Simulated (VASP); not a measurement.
# SiSe (P-6m2) in VASP: notebook

The runs below take SiSe through single point, relaxation of cell and atoms, with PBE.

Everything below comes from runs of VASP 6.6.1. Logs are shortened: lines on timing, memory, paths and dates and some standing lists are left out, and cuts for length are marked.

## (1) The cell of the first run

Symmetry: P-6m2, No. 187, hexagonal system. Conventional cell: a = 3.494 Å, b = 3.494 Å, c = 3.366 Å, α = 90.00°, β = 90.00°, γ = 120.00°. Within 3.5 Å of Si (site symmetry -6m2) lie 6 Se at 2.63 Å and 8 Si at 3.37 to 3.49 Å. Within 3.5 Å of Se (site symmetry -6m2) lie 6 Si at 2.63 Å and 8 Se at 3.37 to 3.49 Å.

## (2) Single point, PBE

The input, INCAR:

```
ALGO = Normal
EDIFF = 1E-7
ENCUT = 520
GGA = PE
ISIF = 2
ISMEAR = 0
LASPH = T
LCHARG = F
LREAL = F
LWAVE = F
NBANDS = 12
NELM = 60
PREC = Accurate
SIGMA = 0.1
```

The input, KPOINTS:

```
k-points
0
Gamma
  6 6 6
```

The input, POSCAR:

```
SiSe
1.0
    3.4941579800      0.0000000000      0.0000000000
   -1.7470789900      3.0260295800      0.0000000000
    0.0000000000      0.0000000000      3.3659443400
Si Se
1 1
Direct
    0.6666666700      0.3333333300      0.5000000000
    0.0000000000      0.0000000000      0.0000000000
```

Potentials or basis: VASP PAW PBE potentials, release 64 (Si, Se).

On the command line:

```bash
$ cat potpaw_PBE.64/Si/POTCAR potpaw_PBE.64/Se/POTCAR > POTCAR
$ mpirun -np 1 vasp_std > vasp.out
```

OUTCAR:

```text
EDIFF = 1E-7
   ENCUT = 520
   GGA = PE
   ISIF = 2
   ISMEAR = 0
   LASPH = T
   LREAL = F
   NELM = 60
   PREC = Accurate

 ion  position               nearest neighbor table
   1  0.667  0.333  0.500-   2 2.63   2 2.63   2 2.63   2 2.63   2 2.63   2 2.63
   2  0.000  0.000  0.000-   1 2.63   1 2.63   1 2.63   1 2.63   1 2.63   1 2.63

  LATTYP: Found a hexagonal cell.
 ALAT       =     3.4941579800
 C/A-ratio  =     0.9633062842

  Lattice vectors:

 A1 = (   3.4941579800,   0.0000000000,   0.0000000000)
 A2 = (  -1.7470789900,   3.0260295800,   0.0000000000)
 A3 = (   0.0000000000,   0.0000000000,   3.3659443400)

Analysis of symmetry for initial positions (statically):
=====================================================================
 Subroutine PRICEL returns:
 Original cell was already a primitive cell.

 Routine SETGRP: Setting up the symmetry group for a
 hexagonal supercell.

 Subroutine GETGRP returns: Found 12 space group operations
 (whereof 12 operations were pure point group operations)
 out of a pool of 24 trial point group operations.

The static configuration has the point symmetry D_3h.

Analysis of symmetry for dynamics (positions and initial velocities):
=====================================================================
 Subroutine PRICEL returns:
 Original cell was already a primitive cell.

 Routine SETGRP: Setting up the symmetry group for a
 hexagonal supercell.

 Subroutine GETGRP returns: Found 12 space group operations
 (whereof 12 operations were pure point group operations)
 out of a pool of 24 trial point group operations.

The dynamic configuration has the point symmetry D_3h.

 Subroutine INISYM returns: Found 12 space group operations
 (whereof 12 operations are pure point group operations),
 and found     1 'primitive' translations

----------------------------------------------------------------------------------------

                                     Primitive cell

  volume of cell :      35.5896

  direct lattice vectors                    reciprocal lattice vectors
     3.494157980  0.000000000  0.000000000     0.286191983  0.165233018  0.000000000
    -1.747078990  3.026029580  0.000000000     0.000000000  0.330466036  0.000000000
     0.000000000  0.000000000  3.365944340     0.000000000  0.000000000  0.297093445

  length of vectors
[... 83 lines left out ...]
   LREAL  =      F    real-space projection
   EDIFFG = 0.1E-05   stopping-criterion for IOM
   NSW    =      0    number of steps for IOM
   IBRION =     -1    ionic relax: 0-MD 1-quasi-New 2-CG
   NFREE  =      0    steps in history (QN), initial steepest desc. (CG)
   ISIF   =      2    stress and relaxation
   ISYM   =      2    0-nonsym 1-usesym 2-fastsym
   POTIM  = 0.5000    time-step for ionic-motion
   TEBEG  =    0.0;   TEEND  =   0.0 temperature during run
   PSTRESS=    0.0 pullay stress
   NELECT =      10.0000    total number of electrons
   NUPDOWN=      -1.0000    fix difference up-down
   EMIN   =  10.00;   EMAX   =-10.00  energy-range for DOS
   EFERMI =   0.00;   METHOD = LEGACY
   ISMEAR =     0;   SIGMA  =   0.10  broadening in eV -4-tet -1-fermi 0-gaus
   EFERMI_NEDOS =   21; number of points for ismear=-14 and -15
   IALGO  =     38    algorithm
   IMIX   =      4    mixing-type and parameters
     AMIX     =   0.40;   BMIX     =  1.00
     AMIX_MAG =   1.60;   BMIX_MAG =  1.00
  volume/ion in A,a.u.               =      17.79       120.09
  Fermi-wavevector in a.u.,A,eV,Ry     =   1.072261  2.026280 15.643220  1.149744
  Thomas-Fermi vector in A             =   2.208026
   LORBIT       =      0    0 simple, 1 ext, 2 COOP (PROOUT), +10 PAW based schemes
   GGA     = PE    functional components
   LHFCALC =     F    Hartree Fock is set to
   AEXX    =    0.0000 exact exchange contribution
   IVDW    =     0    specifies the selected vdW correction
   LEPSILON=     F    determine dielectric tensor
   LRPA    =     F    only Hartree local field effects (RPA)
 non-spin polarized calculation
 Gauss-broadening in eV      SIGMA  =   0.10
  energy-cutoff  :      520.00
  volume of cell :       35.59
 maximum number of plane-waves:       984
 NGX is ok and might be reduce to    28
   NGX = 13   NGY = 13   NGZ = 13

 number of electron      10.0000000 magnetization

 Free energy of the ion-electron system (eV)
  ---------------------------------------------------
  ext. energy  EPLUGINS =         0.00000000
  ---------------------------------------------------
  free energy    TOTEN  =        -8.24184046 eV

  energy without entropy =       -8.23575594  energy(sigma->0) =       -8.23879820

 E-fermi :   7.8413     XC(G=0): -10.6289

 val. band max:        7.7766213664   @ k =   0.3333   0.1667   0.0000
 cond. band min:       7.9345589177   @ k =   0.3333   0.1667   0.3333
 fundamental gap:      0.1579375514
 Fermi energy:         7.8412550065

 k-point     1 :       0.0000    0.0000    0.0000
  band No.  band energies     occupation
      1      -8.7363      2.00000
      2       3.7269      2.00000
      3       3.8802      2.00000
      4       5.2871      2.00000
      5       5.2871      2.00000
      6      10.3535      0.00000
      7      10.3535      0.00000
      8      10.5578      0.00000
      9      15.4601      0.00000
     10      15.5161      0.00000
     11      19.1542      0.00000
     12      19.1548      0.00000
[... 331 lines left out ...]
 k-point    24 :       0.3333    0.0000    0.5000
  band No.  band energies     occupation
      1      -6.1683      2.00000
      2      -1.4554      2.00000
      3       1.8264      2.00000
      4       3.8564      2.00000
      5       5.5600      2.00000
      6       8.7954      0.00000
      7      10.3989      0.00000
      8      10.6631      0.00000
      9      17.3170      0.00000
     10      18.5599      0.00000
     11      19.1324      0.00000
     12      19.4857      0.00000

 [... further k-points ...]
[... 5 lines left out ...]
  --------------------------------------------------------------------------------------
  -------------------------------------------------------------------------------------
  Total        1.6296344      1.6296344      3.8841805      0.0000000      0.0000000     -0.0000000
  in kB       73.3631772     73.3631774    174.8587402      0.0000000      0.0000000     -0.0000000
  external PRESSURE =     107.1950316 kB  Pullay stress =       0.0000000 kB

 VOLUME and BASIS-vectors are now :
 -----------------------------------------------------------------------------
  energy-cutoff  :      520.00
  volume of cell :       35.59
      direct lattice vectors                 reciprocal lattice vectors
     3.494157980  0.000000000  0.000000000     0.286191983  0.165233018  0.000000000
    -1.747078990  3.026029580  0.000000000     0.000000000  0.330466036  0.000000000
     0.000000000  0.000000000  3.365944340     0.000000000  0.000000000  0.297093445

 POSITION                                       TOTAL-FORCE (eV/Angst)
 -----------------------------------------------------------------------------------
      1.74708      1.00868      1.68297        -0.000000      0.000000      0.000000
      0.00000      0.00000      0.00000         0.000000     -0.000000      0.000000
 -----------------------------------------------------------------------------------
    total drift:                               -0.000001      0.000001     -0.000000

  FREE ENERGIE OF THE ION-ELECTRON SYSTEM (eV)
  ---------------------------------------------------
  free  energy   TOTEN  =        -8.2418404556 eV

  energy  without entropy=       -8.2357559440  energy(sigma->0) =       -8.23879820
```

Run time: 30 s. Hardware: 1 thread of AMD EPYC 7R13, shared host; peak memory 0.13 GiB.

Results:

```yaml
Free_energy: -8.2418 eV
Pressure: 10.7 GPa
Band_gap_on_the_k_mesh: zero (band 5 reaches 9.59 eV, above the bottom of band 6 at 5.22 eV)
```

Levels at points of the mesh, in eV from the Fermi level:
| k point | band 2 | band 3 | band 4 | band 5 | band 6 | band 7 | band 8 | band 9 |
| --- | --- | --- | --- | --- | --- | --- | --- | --- |
| (0.00, 0.00, 0.00) | -4.11 | -3.96 | -2.55 | -2.55 | 2.51 | 2.51 | 2.72 | 7.62 |
| (0.50, 0.00, 0.00) | -9.92 | -4.33 | -2.09 | -1.84 | 2.10 | 2.61 | 3.26 | 6.21 |
| (0.00, 0.00, 0.50) | -10.88 | -1.18 | -1.18 | 1.54 | 2.52 | 2.58 | 2.58 | 6.94 |
| (0.50, 0.00, 0.50) | -8.05 | -7.15 | -5.96 | -2.56 | 0.61 | 2.19 | 2.44 | 11.83 |

## (3) Single point, PBE

This run uses another cell than the first one, of 20.30 Å³/atom, 1.141 times its volume.

The input, INCAR:

```
PREC = Accurate
ENCUT = 520
EDIFF = 1E-7
ISMEAR = 0
SIGMA = 0.1
LREAL = F
LASPH = T
NELM = 80
ALGO = Normal
ISIF = 2
LWAVE = F
LCHARG = T
GGA = PE
LELF = T
LVHAR = T
NBANDS = 12
```

The input, KPOINTS:

```
regular mesh
0
Gamma
  6 6 6
```

The input, POSCAR:

```
SiSe
1.0
    3.6142052603      0.0000000000      0.0000000000
   -1.8071026301      3.1299935699      0.0000000000
    0.0000000000      0.0000000000      3.5884538953
Si Se
1 1
Direct
    0.6666666667      0.3333333333      0.5000000000
    0.0000000000      0.0000000000      0.0000000000
```

Potentials or basis: VASP PAW PBE potentials, release 64 (Si, Se).

On the command line:

```bash
$ cat potpaw_PBE.64/Si/POTCAR potpaw_PBE.64/Se/POTCAR > POTCAR
$ mpirun -np 1 vasp_std > vasp.out
```

Wall time 37 s (1 thread of AMD EPYC 7R13, shared host); peak memory 0.13 GiB.

It converged, with:

```yaml
Free_energy: -8.4182 eV
Pressure: 0.0 GPa
Band_gap_on_the_k_mesh: zero (band 5 reaches 7.51 eV, above the bottom of band 6 at 4.15 eV)
```

Stress tensor (GPa, compression positive):
```
-0.07  0.00  0.00
 0.00 -0.07  0.00
 0.00  0.00  0.09
```

Levels at points of the mesh, in eV from the Fermi level:
| k point | band 1 | band 2 | band 3 | band 4 | band 5 | band 6 | band 7 | band 8 | band 9 | band 10 |
| --- | --- | --- | --- | --- | --- | --- | --- | --- | --- | --- |
| (0.00, 0.00, 0.00) | -15.39 | -4.89 | -3.77 | -2.02 | -2.02 | 2.64 | 2.64 | 3.31 | 6.50 | 7.77 |
| (0.50, 0.00, 0.00) | -13.89 | -8.92 | -3.59 | -2.04 | -1.97 | 1.79 | 1.83 | 3.46 | 5.23 | 9.31 |
| (0.00, 0.00, 0.50) | -14.20 | -9.98 | -0.95 | -0.95 | 1.26 | 1.85 | 2.48 | 2.48 | 7.11 | 7.11 |
| (0.50, 0.00, 0.50) | -13.08 | -7.36 | -6.18 | -5.46 | -2.11 | 0.78 | 2.38 | 2.38 | 10.59 | 10.66 |

## (4) Relaxation of cell and atoms, PBE

The input, INCAR:

```
SYSTEM = SiSe
  ALGO = Normal
  EDIFF = 1E-6
  EDIFFG = -0.04
  ENCUT = 600
  GGA = PE
  IBRION = 2
  ISIF = 3
  ISMEAR = 0
  LASPH = .TRUE.
  LCHARG = .FALSE.
  LREAL = .FALSE.
  LWAVE = .FALSE.
  NELM = 80
  NSW = 90
  PREC = Accurate
  SIGMA = 0.1
```

The input, KPOINTS:

```
k-points
0
G
  6 6 6
  0 0 0
```

The input, POSCAR:

```
SiSe
1.0
    3.4941579800      0.0000000000      0.0000000000
   -1.7470789900      3.0260295800      0.0000000000
    0.0000000000      0.0000000000      3.3659443400
Si Se
1 1
Direct
    0.6666666700      0.3333333300      0.5000000000
    0.0000000000      0.0000000000      0.0000000000
```

Potentials or basis: VASP PAW PBE potentials, release 64 (Si, Se).

On the command line:

```bash
$ cat potpaw_PBE.64/Si/POTCAR potpaw_PBE.64/Se/POTCAR > POTCAR
$ mpirun -np 1 vasp_std > vasp.out
```

OUTCAR:

```text
SYSTEM = SiSe
   EDIFF = 1E-6
   EDIFFG = -0.04
   ENCUT = 600
   GGA = PE
   IBRION = 2
   ISIF = 3
   ISMEAR = 0
   LASPH = .TRUE.
   LREAL = .FALSE.
   NELM = 80
   NSW = 90
   PREC = Accurate

 ion  position               nearest neighbor table
   1  0.667  0.333  0.500-   2 2.63   2 2.63   2 2.63   2 2.63   2 2.63   2 2.63
   2  0.000  0.000  0.000-   1 2.63   1 2.63   1 2.63   1 2.63   1 2.63   1 2.63

  LATTYP: Found a hexagonal cell.
 ALAT       =     3.4941579800
 C/A-ratio  =     0.9633062842

  Lattice vectors:

 A1 = (   3.4941579800,   0.0000000000,   0.0000000000)
 A2 = (  -1.7470789900,   3.0260295800,   0.0000000000)
 A3 = (   0.0000000000,   0.0000000000,   3.3659443400)

Analysis of symmetry for initial positions (statically):
=====================================================================
 Subroutine PRICEL returns:
 Original cell was already a primitive cell.

 Routine SETGRP: Setting up the symmetry group for a
 hexagonal supercell.

 Subroutine GETGRP returns: Found 12 space group operations
 (whereof 12 operations were pure point group operations)
 out of a pool of 24 trial point group operations.

The static configuration has the point symmetry D_3h.

Analysis of symmetry for dynamics (positions and initial velocities):
=====================================================================
 Subroutine PRICEL returns:
 Original cell was already a primitive cell.

 Routine SETGRP: Setting up the symmetry group for a
 hexagonal supercell.

 Subroutine GETGRP returns: Found 12 space group operations
 (whereof 12 operations were pure point group operations)
 out of a pool of 24 trial point group operations.

The dynamic configuration has the point symmetry D_3h.

 Subroutine INISYM returns: Found 12 space group operations
 (whereof 12 operations are pure point group operations),
 and found     1 'primitive' translations

----------------------------------------------------------------------------------------

                                     Primitive cell
[... 120 lines left out ...]
   LEPSILON=     F    determine dielectric tensor
   LRPA    =     F    only Hartree local field effects (RPA)
 conjugate gradient relaxation of ions
 non-spin polarized calculation
 Gauss-broadening in eV      SIGMA  =   0.10
  energy-cutoff  :      600.00
  volume of cell :       35.59
 maximum number of plane-waves:      1206
 NGX is ok and might be reduce to    28
   NGX = 13   NGY = 13   NGZ = 13

--------------------------------------- Ionic step        1  -------------------------------------------

 number of electron      10.0000000 magnetization

 Free energy of the ion-electron system (eV)
  ---------------------------------------------------
  ext. energy  EPLUGINS =         0.00000000
  ---------------------------------------------------
  free energy    TOTEN  =        -8.24196550 eV

  energy without entropy =       -8.23588066  energy(sigma->0) =       -8.23892308

------------------------ aborting loop because EDIFF is reached ----------------------------------------

  FORCE on cell =-STRESS in cart. coord.  units (eV):
  Direction    XX          YY          ZZ          XY          YZ          ZX
  --------------------------------------------------------------------------------------
  -------------------------------------------------------------------------------------
  Total        1.6314189      1.6314189      3.8853691      0.0000000     -0.0000000      0.0000000
  in kB       73.4435137     73.4435139    174.9122504      0.0000000     -0.0000000      0.0000000
  external PRESSURE =     107.2664260 kB  Pullay stress =       0.0000000 kB
[... 23 lines left out ...]
--------------------------------------- Ionic step        2  -------------------------------------------

 number of electron       9.9999998 magnetization

 E-fermi :   5.7668     XC(G=0):  -9.9186

 val. band max:        5.7523171341   @ k =   0.5000   0.0000   0.1667
 cond. band min:       5.7808907870   @ k =   0.1667   0.1667   0.1667
 fundamental gap:      0.0285736529
 Fermi energy:         5.7667825618

 k-point     1 :       0.0000    0.0000    0.0000
  band No.  band energies     occupation
      1      -9.2319      2.00000
      2       0.7141      2.00000
      3       2.0428      2.00000
      4       4.0643      2.00000
      5       4.0643      2.00000
      6       8.5736      0.00000
      7       8.5736      0.00000
      8       9.3495      0.00000
      9      12.0730      0.00000
[... 383 lines left out ...]
--------------------------------------- Ionic step        5  -------------------------------------------

 number of electron      10.0000000 magnetization

 Free energy of the ion-electron system (eV)
  ---------------------------------------------------
  ext. energy  EPLUGINS =         0.00000000
  ---------------------------------------------------
  free energy    TOTEN  =        -8.41790759 eV

  energy without entropy =       -8.41414668  energy(sigma->0) =       -8.41602713

 E-fermi :   6.2919     XC(G=0): -10.0801

 val. band max:        6.1571570158   @ k =   0.5000   0.0000   0.1667
 cond. band min:       6.3634288897   @ k =   0.1667   0.1667   0.1667
 fundamental gap:      0.2062718740
 Fermi energy:         6.2918980594

 k-point     1 :       0.0000    0.0000    0.0000
  band No.  band energies     occupation
      1      -9.1238      2.00000
      2       1.3833      2.00000
      3       2.4633      2.00000
      4       4.3042      2.00000
      5       4.3042      2.00000
      6       8.9610      0.00000
      7       8.9610      0.00000
      8       9.6012      0.00000
      9      12.8106      0.00000
[... 305 lines left out ...]
  FREE ENERGIE OF THE ION-ELECTRON SYSTEM (eV)
  ---------------------------------------------------
  free  energy   TOTEN  =        -8.4179075882 eV

  energy  without entropy=       -8.4141466751  energy(sigma->0) =       -8.41602713

 reached required accuracy - stopping structural energy minimisation
```

CONTCAR:

```text
SiSe
   1.00000000000000
     3.6041139624733418    0.0000000000000000   -0.0000000000000000
    -1.8020569812366709    3.1212542545443407    0.0000000000000000
    -0.0000000000000000    0.0000000000000000    3.5962891472419125
  Si              Se
     1     1
Direct
     0.6666666699999979    0.3333333300000021    0.5000000000000000
     0.0000000000000000    0.0000000000000000    1.0000000000000000

  0.00000000E+00  0.00000000E+00  0.00000000E+00
  0.00000000E+00  0.00000000E+00  0.00000000E+00
```

It took 74 s on 1 thread of AMD EPYC 7R13, shared host; peak memory 0.14 GiB.

What came out:

```
Free energy                            : -8.4179 eV
Relaxed volume                         : 20.23 Å³/atom
Relaxed cell                           : a = 3.604 Å, b = 3.604 Å, c = 3.596 Å, α = 90.00°, β = 90.00°, γ = 120.00°
Space group after relaxing (to 0.05 Å) : P-6m2 (No. 187)
Energy gained by relaxing              : 88.0 meV/atom
Ionic steps                            : 5
Pressure after relaxing                : 0.1 GPa
Band gap on the k mesh                 : zero (band 5 reaches 7.60 eV, above the bottom of band 6 at 4.16 eV)
```

Stress tensor (GPa, compression positive):
```
 0.19  0.00  0.00
 0.00  0.19  0.00
 0.00  0.00 -0.08
```

Step by step:
```
step  energy change (eV)  largest force (eV/Å)  pressure (GPa)  volume (Å³)
   1              0.0000                0.0000           10.73        35.59
   2             -0.1596                0.0000           -2.34        42.05
   3             -0.1756                0.0000            0.14        40.38
   4             -0.1756                0.0000           -0.03        40.48
   5             -0.1759                0.0000            0.10        40.46
```

Final structure:
```yaml
crystal:
  lattice:
    - [3.60411, 0.00000, 0.00000]
    - [-1.80206, 3.12125, 0.00000]
    - [0.00000, 0.00000, 3.59629]
  atoms:
    - { symbol: Si, position: [0.66667, 0.33333, 0.50000] }
    - { symbol: Se, position: [0.00000, 0.00000, 0.00000] }
```

Levels at points of the mesh, in eV from the Fermi level:
```csv
k point,band 1,band 2,band 3,band 4,band 5,band 6,band 7,band 8,band 9
"(0.00, 0.00, 0.00)",-15.42,-4.91,-3.83,-1.99,-1.99,2.67,2.67,3.31,6.52
"(0.50, 0.00, 0.00)",-13.89,-8.93,-3.57,-2.09,-1.98,1.75,1.78,3.43,5.23
"(0.00, 0.00, 0.50)",-14.23,-10.02,-0.93,-0.93,1.31,1.89,2.51,2.51,7.12
"(0.50, 0.00, 0.50)",-13.09,-7.38,-6.21,-5.48,-2.10,0.79,2.38,2.39,10.63
```

[end of part 1 of 2]
